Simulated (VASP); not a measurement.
# Ga (P2_1/m) in VASP: further runs

Ga is run at these levels: PBE+D4, PBEsol, LDA; tasks: relaxation of cell and atoms, single point.

Program: VASP 6.6.1. These are calculated values, not measurements. Logs are shortened: lines on timing, memory, paths and dates and some standing lists are left out, and cuts for length are marked.

## (1) The cell of the first run

The structure is monoclinic, space group P2_1/m (No. 11). Conventional cell: a = 2.778 Å, b = 3.282 Å, c = 4.210 Å, α = 90.00°, β = 108.61°, γ = 90.00°. Within 3.6 Å of Ga (site symmetry m) lie 10 Ga at 2.71 to 3.28 Å.

## (2) Relaxation of cell and atoms, PBE+D4

Input file INCAR:

```
SYSTEM = Ga
PREC     = Accurate       ! precision mode
ENCUT    = 600            ! plane-wave cutoff, eV
EDIFF    = 1E-6           ! SCF threshold, eV
ISMEAR   = -1             ! smearing method
SIGMA    = 0.05           ! smearing width, eV
LREAL    = .FALSE.        ! projectors in reciprocal space
LASPH    = .TRUE.         ! aspherical terms in the spheres
NELM     = 80             ! most SCF steps
ALGO     = Fast           ! electronic algorithm
ISIF     = 3              ! what is computed and relaxed
LWAVE    = .FALSE.        ! write WAVECAR
LCHARG   = .FALSE.        ! write CHGCAR
GGA      = PE             ! functional
IVDW     = 13             ! dispersion correction
IBRION   = 2              ! ionic algorithm
NSW      = 60             ! ionic steps
EDIFFG   = -0.01          ! ionic threshold
```

Input file KPOINTS:

```
regular mesh
0
G
  10 8 7
  0 0 0
```

Input file POSCAR:

```
Ga
1.0
    2.7784220849      0.0000000000      0.0000000000
    0.0000000000      3.2816087900      0.0000000000
   -1.3434310986      0.0000000000      3.9902731763
Ga
2
Direct
    0.1345962700      0.7500000000      0.7701668300
    0.8654037300      0.2500000000      0.2298331700
```

Potentials or basis: VASP PAW PBE potentials, release 64 (Ga_d).

On the command line:

```bash
$ cat potpaw_PBE.64/Ga_d/POTCAR > POTCAR
$ mpirun -np 1 vasp_std > vasp.out
```

OUTCAR:

```text
SYSTEM = Ga
   PREC = Accurate
   ENCUT = 600
   EDIFF = 1E-6
   ISMEAR = -1
   LREAL = .FALSE.
   LASPH = .TRUE.
   NELM = 80
   ISIF = 3
   GGA = PE
   IVDW = 13
   IBRION = 2
   NSW = 60
   EDIFFG = -0.01

 ion  position               nearest neighbor table
   1  0.135  0.750  0.770-   2 2.71   2 2.71   2 2.81   2 2.81   2 2.84   2 2.84
   2  0.865  0.250  0.230-   1 2.71   1 2.71   1 2.81   1 2.81   1 2.84   1 2.84

  LATTYP: Found a simple monoclinic cell.
 ALAT       =     2.7784220849
 B/A-ratio  =     1.1811052064
 C/A-ratio  =     1.5153762184
 COS(beta)  =    -0.3190778872

  Lattice vectors:

 A1 = (   2.7784220849,   0.0000000000,   0.0000000000)
 A2 = (   0.0000000000,   3.2816087900,   0.0000000000)
 A3 = (  -1.3434310986,   0.0000000000,   3.9902731763)

Analysis of symmetry for initial positions (statically):
=====================================================================
 Subroutine PRICEL returns:
 Original cell was already a primitive cell.

 Routine SETGRP: Setting up the symmetry group for a
 simple monoclinic supercell.

 Subroutine GETGRP returns: Found  4 space group operations
 (whereof  2 operations were pure point group operations)
 out of a pool of  4 trial point group operations.

The static configuration has the point symmetry S_2 .
 The point group associated with its full space group is C_2h.

Analysis of symmetry for dynamics (positions and initial velocities):
=====================================================================
 Subroutine PRICEL returns:
 Original cell was already a primitive cell.

 Routine SETGRP: Setting up the symmetry group for a
 simple monoclinic supercell.

 Subroutine GETGRP returns: Found  4 space group operations
 (whereof  2 operations were pure point group operations)
 out of a pool of  4 trial point group operations.

The dynamic configuration has the point symmetry S_2 .
 The point group associated with its full space group is C_2h.

 Subroutine INISYM returns: Found  4 space group operations
 (whereof  2 operations are pure point group operations),
 and found     1 'primitive' translations

----------------------------------------------------------------------------------------

                                     Primitive cell

  volume of cell :      36.3821

  direct lattice vectors                    reciprocal lattice vectors
     2.778422085  0.000000000  0.000000000     0.359916517  0.000000000  0.121175424
     0.000000000  3.281608790  0.000000000     0.000000000  0.304728584  0.000000000
    -1.343431099  0.000000000  3.990273176     0.000000000  0.000000000  0.250609408

  length of vectors
     2.778422085  3.281608790  4.210354752     0.379767538  0.304728584  0.250609408

  position of ions in fractional coordinates (direct lattice)
     0.134596270  0.750000000  0.770166830
     0.865403730  0.250000000  0.229833170

  ion indices of the primitive-cell ions
   primitive index   ion index
                 1           1
                 2           2

----------------------------------------------------------------------------------------

 KPOINTS: regular mesh

Automatic generation of k-mesh.
 Grid dimensions read from file:
 generate k-points for:   10    8    7

 Generating k-lattice:

  Cartesian coordinates                     Fractional coordinates (reciprocal lattice)
     0.035991652  0.000000000  0.012117542     0.100000000  0.000000000 -0.000000000
     0.000000000  0.038091073  0.000000000     0.000000000  0.125000000  0.000000000
     0.000000000  0.000000000  0.035801344     0.000000000  0.000000000  0.142857143

  Length of vectors
     0.037976754  0.038091073  0.035801344

  Shift w.r.t. Gamma in fractional coordinates (k-lattice)
     0.000000000  0.000000000  0.000000000

 Subroutine IBZKPT returns following result:
 ===========================================

 Found    180 irreducible k-points:

 Following reciprocal coordinates:
            Coordinates               Weight
  0.000000  0.000000  0.000000      1.000000
  0.100000  0.000000  0.000000      2.000000
  0.200000  0.000000  0.000000      2.000000
  0.300000  0.000000  0.000000      2.000000
  0.400000  0.000000 -0.000000      2.000000
  0.500000  0.000000  0.000000      1.000000
[... 16 lines left out ...]
  0.400000  0.375000 -0.000000      4.000000
  0.500000  0.375000  0.000000      2.000000
 [... further k-points ...]
   k-points           NKPTS =    180   k-points in BZ     NKDIM =    180   number of bands    NBANDS=     17
   number of dos      NEDOS =    301   number of ions     NIONS =      2
   total plane-waves  NPLWV =  24192
   dimension x,y,z NGX =    24 NGY =   28 NGZ =   36
   dimension x,y,z NGXF=    48 NGYF=   56 NGZF=   72
   ions per type =               2
   NGX,Y,Z   is equivalent  to a cutoff of  14.36, 14.18, 14.21 a.u.
   NGXF,Y,Z  is equivalent  to a cutoff of  28.72, 28.37, 28.43 a.u.
 SYSTEM =  Ga
[... 17 lines left out ...]
   POTIM  = 0.5000    time-step for ionic-motion
   TEBEG  =    0.0;   TEEND  =   0.0 temperature during run
   PSTRESS=    0.0 pullay stress
   NELECT =      26.0000    total number of electrons
   NUPDOWN=      -1.0000    fix difference up-down
   EMIN   =  10.00;   EMAX   =-10.00  energy-range for DOS
   EFERMI =   0.00;   METHOD = LEGACY
   ISMEAR =    -1;   SIGMA  =   0.05  broadening in eV -4-tet -1-fermi 0-gaus
   EFERMI_NEDOS =   21; number of points for ismear=-14 and -15
   IALGO  =     68    algorithm
   IMIX   =      4    mixing-type and parameters
     AMIX     =   0.40;   BMIX     =  1.00
     AMIX_MAG =   1.60;   BMIX_MAG =  1.00
  volume/ion in A,a.u.               =      18.19       122.76
  Fermi-wavevector in a.u.,A,eV,Ry     =   1.463648  2.765894 29.147302  2.142266
  Thomas-Fermi vector in A             =   2.579718
   LORBIT       =      0    0 simple, 1 ext, 2 COOP (PROOUT), +10 PAW based schemes
   GGA     = PE    functional components
   LHFCALC =     F    Hartree Fock is set to
   AEXX    =    0.0000 exact exchange contribution
   IVDW    =    13    specifies the selected vdW correction
   LEPSILON=     F    determine dielectric tensor
   LRPA    =     F    only Hartree local field effects (RPA)
 conjugate gradient relaxation of ions
 non-spin polarized calculation
 RMM-DIIS sequential band-by-band and
  energy-cutoff  :      600.00
  volume of cell :       36.38
 maximum number of plane-waves:      1241
 NGX is ok and might be reduce to    24
   NGX = 11   NGY = 13   NGZ = 17

--------------------------------------- Ionic step        1  -------------------------------------------

 number of electron      26.0000008 magnetization

 Free energy of the ion-electron system (eV)
  ---------------------------------------------------
  ext. energy  EPLUGINS =         0.00000000
  ---------------------------------------------------
  free energy    TOTEN  =        -5.77505076 eV

  energy without entropy =       -5.77093199  energy(sigma->0) =       -5.77299137

------------------------ aborting loop because EDIFF is reached ----------------------------------------

  DFT-D4 for vdW energy calculation

  Edisp (eV):   -0.99247

  FORCE on cell =-STRESS in cart. coord.  units (eV):
  Direction    XX          YY          ZZ          XY          YZ          ZX
  --------------------------------------------------------------------------------------
  -------------------------------------------------------------------------------------
  Total      -0.04646    -0.46999    -0.08512     0.00000     0.00000    -0.09342
  in kB      -2.04577   -20.69715    -3.74858     0.00000     0.00000    -4.11378
  external pressure =       -8.83 kB  Pullay stress =        0.00 kB
[... 97 lines left out ...]
  FREE ENERGIE OF THE ION-ELECTRON SYSTEM (eV)
  ---------------------------------------------------
  free  energy   TOTEN  =        -6.7730491354 eV

  energy  without entropy=       -6.7693044779  energy(sigma->0) =       -6.77117681

[... ionic steps 4 to 22 ...]

--------------------------------------- Ionic step       23  -------------------------------------------

 number of electron      26.0000009 magnetization

------------------------ aborting loop because EDIFF is reached ----------------------------------------

  DFT-D4 for vdW energy calculation

  Edisp (eV):   -1.00766
[... 69 lines left out ...]
  energy  without entropy=       -6.7724563578  energy(sigma->0) =       -6.77451965

--------------------------------------- Ionic step       25  -------------------------------------------

 number of electron      26.0000009 magnetization

 Free energy of the ion-electron system (eV)
  ---------------------------------------------------
  ext. energy  EPLUGINS =         0.00000000
  ---------------------------------------------------
  free energy    TOTEN  =        -5.76804587 eV

  energy without entropy =       -5.76392702  energy(sigma->0) =       -5.76598645

 E-fermi :   6.0155     XC(G=0): -11.2440

 val. band max:        5.9947088440   @ k =  -0.3000   0.2500   0.1429
 cond. band min:       6.0642387197   @ k =  -0.3000   0.1250   0.2857
 fundamental gap:      0.0695298757
 Fermi energy:         6.0155450280

 k-point     1 :       0.0000    0.0000    0.0000
  band No.  band energies     occupation
      1      -9.1882      2.00000
      2      -9.1524      2.00000
      3      -9.1129      2.00000
      4      -9.1115      2.00000
      5      -8.8413      2.00000
      6      -8.8261      2.00000
[... 9 lines left out ...]
     16      15.1869      0.00000
     17      16.2605      0.00000
[... 443 lines left out ...]
      1      -9.1663      2.00000
      2      -9.1071      2.00000
      3      -9.0686      2.00000
      4      -9.0559      2.00000
      5      -8.9005      2.00000
      6      -8.8392      2.00000
[... 9 lines left out ...]
     16       7.7160      0.00000
     17      11.1757      0.00000

 [... further k-points ...]

------------------------ aborting loop because EDIFF is reached ----------------------------------------

  DFT-D4 for vdW energy calculation

  Edisp (eV):   -1.00856

  FORCE on cell =-STRESS in cart. coord.  units (eV):
  Direction    XX          YY          ZZ          XY          YZ          ZX
  --------------------------------------------------------------------------------------
  -------------------------------------------------------------------------------------
  Total      -0.00081     0.01420     0.00319     0.00000     0.00000     0.00478
  in kB      -0.03620     0.63651     0.14288     0.00000     0.00000     0.21421
  external pressure =        0.25 kB  Pullay stress =        0.00 kB
[... 17 lines left out ...]
  FREE ENERGIE OF THE ION-ELECTRON SYSTEM (eV)
  ---------------------------------------------------
  free  energy   TOTEN  =        -6.7766080975 eV

  energy  without entropy=       -6.7724892468  energy(sigma->0) =       -6.77454867

 reached required accuracy - stopping structural energy minimisation
```

Run time: 15 min. Hardware: 1 thread of Intel Xeon 6975P-C, shared host; peak memory 0.26 GiB.

What came out:

```
Free energy                            : -6.7766 eV
Relaxed volume                         : 17.88 Å³/atom
Relaxed cell                           : a = 2.768 Å, b = 3.169 Å, c = 4.324 Å, α = 90.00°, β = 109.52°, γ = 90.00°
Space group after relaxing (to 0.05 Å) : P2_1/m (No. 11)
Energy gained by relaxing              : 4.5 meV/atom
Ionic steps                            : 25
Pressure after relaxing                : 0.0 GPa
Largest force after relaxing           : 0.005 eV/Å
Band gap on the k mesh                 : zero (band 13 reaches 10.90 eV, above the bottom of band 14 at 1.81 eV)
Dispersion energy per atom             : -0.504 eV
```

Forces in eV/Å, atoms in the order of the input:
```
Ga  -0.005  0.000  0.001
Ga   0.005  0.000 -0.001
```

Step by step:
| step | energy change (eV) | largest force (eV/Å) | pressure (GPa) | volume (Å³) |
| --- | --- | --- | --- | --- |
| 1 | 0.0000 | 0.0838 | -0.88 | 36.38 |
| 2 | -0.0048 | 0.0277 | -0.05 | 35.86 |
| 3 | -0.0055 | 0.0106 | 0.30 | 35.65 |
| 4 | -0.0056 | 0.0123 | 0.43 | 35.57 |
| 5 | -0.0067 | 0.0185 | 0.11 | 35.71 |
| 6 | -0.0070 | 0.0224 | 0.07 | 35.80 |
| 7 | -0.0071 | 0.0263 | -0.31 | 35.97 |
| 8 | -0.0071 | 0.0248 | -0.13 | 35.91 |
| 9 | -0.0077 | 0.0115 | -0.13 | 35.87 |
| 10 | -0.0085 | 0.0698 | -0.17 | 35.74 |
| 11 | -0.0086 | 0.0422 | -0.02 | 35.79 |
| 12 | -0.0087 | 0.0568 | 0.17 | 35.77 |
| 13 | -0.0087 | 0.0422 | -0.25 | 35.83 |
| 14 | -0.0088 | 0.0523 | -0.10 | 35.80 |
| 15 | -0.0090 | 0.0221 | 0.17 | 35.77 |
| 16 | -0.0090 | 0.0198 | -0.19 | 35.76 |
| 17 | -0.0090 | 0.0127 | 0.08 | 35.75 |
| 18 | -0.0090 | 0.0113 | 0.16 | 35.75 |
| 19 | -0.0090 | 0.0079 | -0.29 | 35.82 |
| 20 | -0.0090 | 0.0174 | -0.10 | 35.78 |
| 21 | -0.0091 | 0.0088 | -0.17 | 35.78 |
| 22 | -0.0091 | 0.0110 | -0.09 | 35.78 |
| 23 | -0.0091 | 0.0085 | -0.11 | 35.78 |
| 24 | -0.0091 | 0.0091 | -0.11 | 35.78 |
| 25 | -0.0091 | 0.0053 | 0.02 | 35.75 |

Final structure:
```yaml
crystal:
  lattice:
    - [2.76782, 0.00000, -0.03679]
    - [0.00000, 3.16944, 0.00000]
    - [-1.39072, 0.00000, 4.09379]
  atoms:
    - { symbol: Ga, position: [0.12999, 0.75000, 0.76762] }
    - { symbol: Ga, position: [0.87001, 0.25000, 0.23238] }
```

Levels at points of the mesh, in eV from the Fermi level:
```tsv
k point	band 11	band 12	band 13	band 14	band 15	band 16
(0.00, 0.00, 0.00)	-11.53	-2.53	-1.87	2.63	6.38	9.17
(0.50, 0.00, 0.00)	-6.27	-5.34	-1.87	-0.38	6.69	7.07
(0.00, 0.50, 0.00)	-7.68	-7.68	1.57	1.57	2.29	2.29
(0.50, 0.50, 0.00)	-2.68	-2.68	-1.53	-1.53	1.87	1.87
```

Caveat: pairwise dispersion overbinds metals, which lowers pressure and volume.

## (3) Single point, PBEsol, non-collinear spin, zero start, spin-orbit coupling

Input file INCAR:

```
SYSTEM = Ga
  PREC = Accurate
  ENCUT = 520
  EDIFF = 1E-7
  ISMEAR = -1
  SIGMA = 0.1
  LREAL = .FALSE.
  LASPH = .TRUE.
  NELM = 150
  ALGO = Normal
  ISIF = 2
  LWAVE = .FALSE.
  LCHARG = .FALSE.
  MAGMOM = 0 0 0 0 0 0
  LORBIT = 11
  LSORBIT = .TRUE.
  GGA_COMPAT = .FALSE.
  LORBMOM = .TRUE.
  GGA = PS
  NBANDS = 38
```

Input file KPOINTS:

```
Automatic mesh
0
G
  8 7 6
  0 0 0
```

POSCAR is that of step 2.

Potentials or basis: VASP PAW PBE potentials, release 64 (Ga_d).

On the command line:

```bash
$ cat potpaw_PBE.64/Ga_d/POTCAR > POTCAR
$ mpirun -np 1 vasp_ncl > vasp.out
```

Wall time 2.7 min (1 thread of AMD EPYC 9R45 (Zen 5), shared host); peak memory 0.31 GiB.

It converged, with:

- Free energy: -6.6855 eV
- Pressure: -0.5 GPa
- Largest force: 0.094 eV/Å
- Net moment: 0.00 μB per cell
- Valence electrons inside the program's atomic spheres: Ga 11.59

Forces in eV/Å, atoms in the order of the input:
```
Ga   0.005  0.000 -0.094
Ga  -0.005  0.000  0.094
```

Stress tensor (GPa, compression positive):
```
-2.21  0.00 -0.06
 0.00  0.08  0.00
-0.06  0.00  0.70
```

Moments on the atoms (μB; x, y, z):
```
Ga  0.00 0.00 0.00
Ga  0.00 0.00 0.00
```

Caveat: the PAW data sets were made with another functional, which shifts forces and pressure a little.

## (4) Single point, PBEsol, non-collinear spin, zero start, spin-orbit coupling

Input file INCAR:

```
PREC     = Accurate       # precision mode
ENCUT    = 520            # plane-wave cutoff, eV
EDIFF    = 1E-7           # SCF threshold, eV
ISMEAR   = -1             # smearing method
SIGMA    = 0.1            # smearing width, eV
LREAL    = F              # projectors in reciprocal space
LASPH    = T              # aspherical terms in the spheres
NELM     = 150            # most SCF steps
ALGO     = Normal         # electronic algorithm
ISIF     = 2              # what is computed and relaxed
LWAVE    = F              # write WAVECAR
LCHARG   = F              # write CHGCAR
MAGMOM   = 0 0 0 0 0 0    # initial moments
LORBIT   = 11             # projections on sites
LSORBIT  = T              # spin-orbit coupling
GGA_COMPAT= F            
LORBMOM  = T            
GGA      = PS             # functional
NBANDS   = 38             # bands
```

Input file KPOINTS:

```
regular mesh
0
Gamma
  8 7 6
```

POSCAR is that of step 3.

On the command line:

```bash
$ cat potpaw_PBE.64/Ga_d/POTCAR > POTCAR
$ mpirun -np 1 vasp_ncl > vasp.out
```

Run time: 2.9 min. Hardware: 1 thread of AMD EPYC 9R45 (Zen 5), shared host; peak memory 0.31 GiB.

The run converged. Its results:

* Free energy: -6.6855 eV
* Pressure: -0.5 GPa
* Largest force: 0.094 eV/Å
* Net moment: 0.00 μB per cell
* Valence electrons inside the program's atomic spheres: Ga 11.59

Forces on the atoms (eV/Å):
```
Ga   0.005  0.000 -0.094
Ga  -0.005  0.000  0.094
```

Stress tensor (GPa, compression positive):
```
-2.21  0.00 -0.06
 0.00  0.08  0.00
-0.06  0.00  0.70
```

Moments on the atoms (μB; x, y, z):
```
Ga  0.00 0.00 0.00
Ga  0.00 0.00 0.00
```

Caveat: the PAW data sets were made with another functional, which shifts forces and pressure a little.

## (5) Single point, LDA

Input file INCAR:

```
  PREC = Accurate
  ENCUT = 520
  EDIFF = 1E-6
  ISMEAR = -1
  SIGMA = 0.05
  LREAL = F
  LASPH = T
  NELM = 60
  ALGO = Fast
  ISIF = 2
  LWAVE = F
  LCHARG = F
  NBANDS = 20
```

Input file KPOINTS:

```
regular mesh
0
Gamma
  10 8 7
```

POSCAR is that of step 4.

Potentials or basis: VASP PAW LDA potentials, release 64 (Ga_d).

On the command line:

```bash
$ cat potpaw_LDA.64/Ga_d/POTCAR > POTCAR
$ mpirun -np 1 vasp_std > vasp.out
```

Wall time 36 s (1 thread of Intel Xeon 6975P-C (Granite Rapids), shared host); peak memory 0.21 GiB.

Results (log left out):

```
Free energy            : -7.1632 eV
Pressure               : -2.7 GPa
Largest force          : 0.065 eV/Å
Band gap on the k mesh : zero (band 13 reaches 9.74 eV, above the bottom of band 14 at 1.49 eV)
```

Forces in eV/Å, atoms in the order of the input:
```
Ga  -0.013  0.000 -0.063
Ga   0.013  0.000  0.063
```

Stress tensor (GPa, compression positive):
```
-2.10  0.00 -0.40
 0.00 -3.58  0.00
-0.40  0.00 -2.37
```

Levels at points of the mesh, in eV from the Fermi level:
| k point | band 9 | band 10 | band 11 | band 12 | band 13 | band 14 | band 15 | band 16 | band 17 | band 18 |
| --- | --- | --- | --- | --- | --- | --- | --- | --- | --- | --- |
| (0.00, 0.00, 0.00) | -14.83 | -14.69 | -11.37 | -2.03 | -1.50 | 1.82 | 5.73 | 9.13 | 10.30 | 10.56 |
| (0.50, 0.00, 0.00) | -14.75 | -14.73 | -6.27 | -5.25 | -1.36 | 0.20 | 6.13 | 6.53 | 8.69 | 9.15 |
| (0.00, 0.50, 0.00) | -14.76 | -14.76 | -7.81 | -7.81 | 1.77 | 1.77 | 2.70 | 2.70 | 11.43 | 11.43 |
| (0.50, 0.50, 0.00) | -14.72 | -14.72 | -2.92 | -2.92 | -1.71 | -1.71 | 2.19 | 2.19 | 4.63 | 4.63 |

## (6) The runs side by side

```csv
task,level,potentials or basis,spin,cell,k mesh,cutoff (eV),smearing,gap on the mesh (eV),pressure (GPa),largest force (eV/Å)
relaxation of cell and atoms,PBE+D4,"VASP PAW PBE potentials, release 64 (Ga_d)",off,relaxed,10 × 8 × 7,600,fermi-dirac 0.05 eV,none,0.0,0.01
single point,PBEsol,"VASP PAW PBE potentials, release 64 (Ga_d)","non-collinear, zero start, SOC",as given,8 × 7 × 6,520,fermi-dirac 0.1 eV,-,-0.5,0.09
single point,LDA,"VASP PAW LDA potentials, release 64 (Ga_d)",off,as given,10 × 8 × 7,520,fermi-dirac 0.05 eV,none,-2.7,0.06
```

Caveats: pairwise dispersion overbinds metals, which lowers pressure and volume (some runs); the PAW data sets were made with another functional, which shifts forces and pressure a little (some runs).

Absolute energies hang on the potentials; compare differences alone.
